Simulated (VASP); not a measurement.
# Ca (Cmcm) in VASP: a series of runs, part 2 of 2

VASP 6.6.1. The steps go on from the part before.

### 3 Single point, PBE

File INCAR:

```
  PREC = Accurate
  ENCUT = 520
  EDIFF = 1E-7
  ISMEAR = 0
  SIGMA = 0.15
  LREAL = False
  LASPH = True
  NELM = 100
  ALGO = Normal
  ISIF = 2
  LWAVE = False
  LCHARG = False
  GGA = PE
  NBANDS = 17
```

File KPOINTS:

```
regular mesh
0
Gamma
  14 14 8
```

File POSCAR:

```
Ca
1.0
    1.9712759950     -3.3954901800      0.0000000000
    1.9712759950      3.3954901800      0.0000000000
    0.0000000000      0.0000000000      6.5091117400
Ca
2
Direct
    0.8355866000      0.1644134000      0.2500000000
    0.1644134000      0.8355866000      0.7500000000
```

Potentials or basis: VASP PAW PBE potentials, release 64 (Ca_sv).

Run with:

```console
> cat potpaw_PBE.64/Ca_sv/POTCAR > POTCAR
> mpirun -np 1 vasp_std > vasp.out
```

OUTCAR:

```text
PREC = Accurate
   ENCUT = 520
   EDIFF = 1E-7
   ISMEAR = 0
   LREAL = False
   LASPH = True
   NELM = 100
   ISIF = 2
   GGA = PE

 ion  position               nearest neighbor table
   1  0.836  0.164  0.250-
   2  0.164  0.836  0.750-

  LATTYP: Found a base centered orthorhombic cell.
 ALAT       =     3.9425519900
 B/A-ratio  =     1.7224834009
 C/A-ratio  =     1.6509894496

  Lattice vectors:

 A1 = (   1.9712759950,  -3.3954901800,   0.0000000000)
 A2 = (   1.9712759950,   3.3954901800,   0.0000000000)
 A3 = (   0.0000000000,   0.0000000000,   6.5091117400)

Analysis of symmetry for initial positions (statically):
=====================================================================
 Subroutine PRICEL returns:
 Original cell was already a primitive cell.

 Routine SETGRP: Setting up the symmetry group for a
 base centered orthorhombic supercell.

 Subroutine GETGRP returns: Found  8 space group operations
 (whereof  4 operations were pure point group operations)
 out of a pool of  8 trial point group operations.

The static configuration has the point symmetry C_2h.
 The point group associated with its full space group is D_2h.

Analysis of symmetry for dynamics (positions and initial velocities):
=====================================================================
 Subroutine PRICEL returns:
 Original cell was already a primitive cell.

 Routine SETGRP: Setting up the symmetry group for a
 base centered orthorhombic supercell.

 Subroutine GETGRP returns: Found  8 space group operations
 (whereof  4 operations were pure point group operations)
 out of a pool of  8 trial point group operations.

The dynamic configuration has the point symmetry C_2h.
 The point group associated with its full space group is D_2h.

 Subroutine INISYM returns: Found  8 space group operations
 (whereof  4 operations are pure point group operations),
 and found     1 'primitive' translations

----------------------------------------------------------------------------------------

                                     Primitive cell

  volume of cell :      87.1368

  direct lattice vectors                    reciprocal lattice vectors
     1.971275995 -3.395490180  0.000000000     0.253642819 -0.147254144  0.000000000
     1.971275995  3.395490180  0.000000000     0.253642819  0.147254144  0.000000000
     0.000000000  0.000000000  6.509111740     0.000000000  0.000000000  0.153630793

  length of vectors
     3.926230076  3.926230076  6.509111740     0.293289043  0.293289043  0.153630793

  position of ions in fractional coordinates (direct lattice)
     0.835586600  0.164413400  0.250000000
     0.164413400  0.835586600  0.750000000

  ion indices of the primitive-cell ions
   primitive index   ion index
                 1           1
                 2           2

----------------------------------------------------------------------------------------

 KPOINTS: regular mesh

Automatic generation of k-mesh.
 Grid dimensions read from file:
 generate k-points for:   14   14    8

 Generating k-lattice:

  Cartesian coordinates                     Fractional coordinates (reciprocal lattice)
     0.018117344 -0.010518153  0.000000000     0.071428571  0.000000000  0.000000000
     0.018117344  0.010518153  0.000000000     0.000000000  0.071428571  0.000000000
     0.000000000  0.000000000  0.019203849     0.000000000  0.000000000  0.125000000

  Length of vectors
     0.020949217  0.020949217  0.019203849

  Shift w.r.t. Gamma in fractional coordinates (k-lattice)
     0.000000000  0.000000000  0.000000000

 Subroutine IBZKPT returns following result:
 ===========================================

 Found    285 irreducible k-points:

 Following reciprocal coordinates:
            Coordinates               Weight
  0.000000  0.000000  0.000000      1.000000
  0.071429  0.000000  0.000000      4.000000
  0.142857 -0.000000  0.000000      4.000000
  0.214286  0.000000  0.000000      4.000000
  0.285714  0.000000  0.000000      4.000000
  0.357143  0.000000  0.000000      4.000000
[... 16 lines left out ...]
  0.214286  0.142857  0.000000      4.000000
  0.285714  0.142857  0.000000      4.000000
 [... further k-points ...]
   k-points           NKPTS =    285   k-points in BZ     NKDIM =    285   number of bands    NBANDS=     17
   number of dos      NEDOS =    301   number of ions     NIONS =      2
   total plane-waves  NPLWV =  43200
   dimension x,y,z NGX =    30 NGY =   30 NGZ =   48
   dimension x,y,z NGXF=    60 NGYF=   60 NGZF=   96
   ions per type =               2
   NGX,Y,Z   is equivalent  to a cutoff of  12.70, 12.70, 12.26 a.u.
   NGXF,Y,Z  is equivalent  to a cutoff of  25.41, 25.41, 24.52 a.u.
 SYSTEM =  unknown system
   PREC   = accura    normal or accurate (medium, high low for compatibility)
   ISTART =      0    job   : 0-new  1-cont  2-samecut
   ICHARG =      2    charge: 1-file 2-atom 10-const
   ISPIN  =      1    spin polarized calculation?
   LNONCOLLINEAR =      F non collinear calculations
   LSORBIT =      F    spin-orbit coupling
   LASPH  =      T    aspherical Exc in radial PAW
   ENCUT  =  520.0 eV  38.22 Ry    6.18 a.u.   7.30  7.30 12.10*2*pi/ulx,y,z
   NELM   =    100;   NELMIN=  2; NELMDL= -5     # of ELM steps
   EDIFF  = 0.1E-06   stopping-criterion for ELM
   LREAL  =      F    real-space projection
   EDIFFG = 0.1E-05   stopping-criterion for IOM
   NSW    =      0    number of steps for IOM
   IBRION =     -1    ionic relax: 0-MD 1-quasi-New 2-CG
   NFREE  =      0    steps in history (QN), initial steepest desc. (CG)
   ISIF   =      2    stress and relaxation
   ISYM   =      2    0-nonsym 1-usesym 2-fastsym
   POTIM  = 0.5000    time-step for ionic-motion
   TEBEG  =    0.0;   TEEND  =   0.0 temperature during run
   PSTRESS=    0.0 pullay stress
   NELECT =      20.0000    total number of electrons
   NUPDOWN=      -1.0000    fix difference up-down
   EMIN   =  10.00;   EMAX   =-10.00  energy-range for DOS
   EFERMI =   0.00;   METHOD = LEGACY
   ISMEAR =     0;   SIGMA  =   0.15  broadening in eV -4-tet -1-fermi 0-gaus
   EFERMI_NEDOS =   21; number of points for ismear=-14 and -15
   IALGO  =     38    algorithm
   IMIX   =      4    mixing-type and parameters
     AMIX     =   0.40;   BMIX     =  1.00
     AMIX_MAG =   1.60;   BMIX_MAG =  1.00
  volume/ion in A,a.u.               =      43.57       294.01
  Fermi-wavevector in a.u.,A,eV,Ry     =   1.002346  1.894159 13.669737  1.004697
  Thomas-Fermi vector in A             =   2.134827
   LORBIT       =      0    0 simple, 1 ext, 2 COOP (PROOUT), +10 PAW based schemes
   GGA     = PE    functional components
   LHFCALC =     F    Hartree Fock is set to
   AEXX    =    0.0000 exact exchange contribution
   IVDW    =     0    specifies the selected vdW correction
   LEPSILON=     F    determine dielectric tensor
   LRPA    =     F    only Hartree local field effects (RPA)
 non-spin polarized calculation
 Gauss-broadening in eV      SIGMA  =   0.15
  energy-cutoff  :      520.00
  volume of cell :       87.14
 maximum number of plane-waves:      2380
 NGX is ok and might be reduce to    30
   NGX = 15   NGY = 15   NGZ = 25

 number of electron      20.0000001 magnetization

 Free energy of the ion-electron system (eV)
  ---------------------------------------------------
  ext. energy  EPLUGINS =         0.00000000
  ---------------------------------------------------
  free energy    TOTEN  =        -3.86254112 eV

  energy without entropy =       -3.83663004  energy(sigma->0) =       -3.84958558

 E-fermi :   1.8922     XC(G=0):  -7.6369

 val. band max:        1.8801518241   @ k =  -0.3571   0.2857   0.0000
 cond. band min:       1.9030197479   @ k =   0.0000   0.0000   0.1250
 fundamental gap:      0.0228679238
 Fermi energy:         1.8922274809

 k-point     1 :       0.0000    0.0000    0.0000
  band No.  band energies     occupation
      1     -40.2454      2.00000
      2     -40.2345      2.00000
      3     -21.2795      2.00000
      4     -21.1856      2.00000
      5     -21.1836      2.00000
      6     -21.1689      2.00000
[... 9 lines left out ...]
     16       4.4427      0.00000
     17       4.8375      0.00000

 k-point     2 :       0.0714    0.0000    0.0000
  band No.  band energies     occupation
      1     -40.2449      2.00000
      2     -40.2342      2.00000
      3     -21.2776      2.00000
      4     -21.1892      2.00000
      5     -21.1863      2.00000
      6     -21.1736      2.00000
[... 9 lines left out ...]
     16       4.4863      0.00000
     17       4.7387      0.00000
[... 421 lines left out ...]
 k-point    24 :       0.2857    0.1429    0.0000
  band No.  band energies     occupation
      1     -40.2355      2.00000
      2     -40.2301      2.00000
      3     -21.2599      2.00000
      4     -21.2474      2.00000
      5     -21.2377      2.00000
      6     -21.2157      2.00000
[... 9 lines left out ...]
     16       5.0122      0.00000
     17       5.4559      0.00000

 [... further k-points ...]
[... 5 lines left out ...]
  --------------------------------------------------------------------------------------
  -------------------------------------------------------------------------------------
  Total       -0.2656049     -0.1423788     -0.3089328      0.0000000      0.0000000      0.0000000
  in kB       -4.8836552     -2.6179074     -5.6803213      0.0000000      0.0000000      0.0000000
  external PRESSURE =      -4.3939613 kB  Pullay stress =       0.0000000 kB

 VOLUME and BASIS-vectors are now :
 -----------------------------------------------------------------------------
  energy-cutoff  :      520.00
  volume of cell :       87.14
      direct lattice vectors                 reciprocal lattice vectors
     1.971275995 -3.395490180  0.000000000     0.253642819 -0.147254144  0.000000000
     1.971275995  3.395490180  0.000000000     0.253642819  0.147254144  0.000000000
     0.000000000  0.000000000  6.509111740     0.000000000  0.000000000  0.153630793

 POSITION                                       TOTAL-FORCE (eV/Angst)
 -----------------------------------------------------------------------------------
      1.97128     -2.27896      1.62728         0.000000      0.015675     -0.000000
      1.97128      2.27896      4.88183         0.000000     -0.015675      0.000000
 -----------------------------------------------------------------------------------
    total drift:                                0.000000     -0.000000      0.000000

  FREE ENERGIE OF THE ION-ELECTRON SYSTEM (eV)
  ---------------------------------------------------
  free  energy   TOTEN  =        -3.8625411237 eV

  energy  without entropy=       -3.8366300368  energy(sigma->0) =       -3.84958558
```

stdout:

```text
POSCAR found type information on POSCAR Ca
 POSCAR found :  1 types and       2 ions
 scaLAPACK will be used
 LDA part: xc-table for (Slater+PW92), standard interpolation
 POSCAR, INCAR and KPOINTS ok, starting setup
 FFT: planning ... GRIDC
 FFT: planning ... GRID_SOFT
 FFT: planning ... GRID
 WAVECAR not read
 entering main loop
```

Run time: 4.5 min. Hardware: 1 thread of AMD EPYC 9R45 (Zen 5), shared host; peak memory 0.43 GiB.

Results:

```
Free energy            : -3.8625 eV
Pressure               : -0.4 GPa
Largest force          : 0.016 eV/Å
Band gap on the k mesh : zero (band 10 reaches 2.09 eV, above the bottom of band 11 at 1.60 eV)
```

Forces in eV/Å, atoms in the order of the input:
```
Ca   0.000  0.016  0.000
Ca   0.000 -0.016  0.000
```
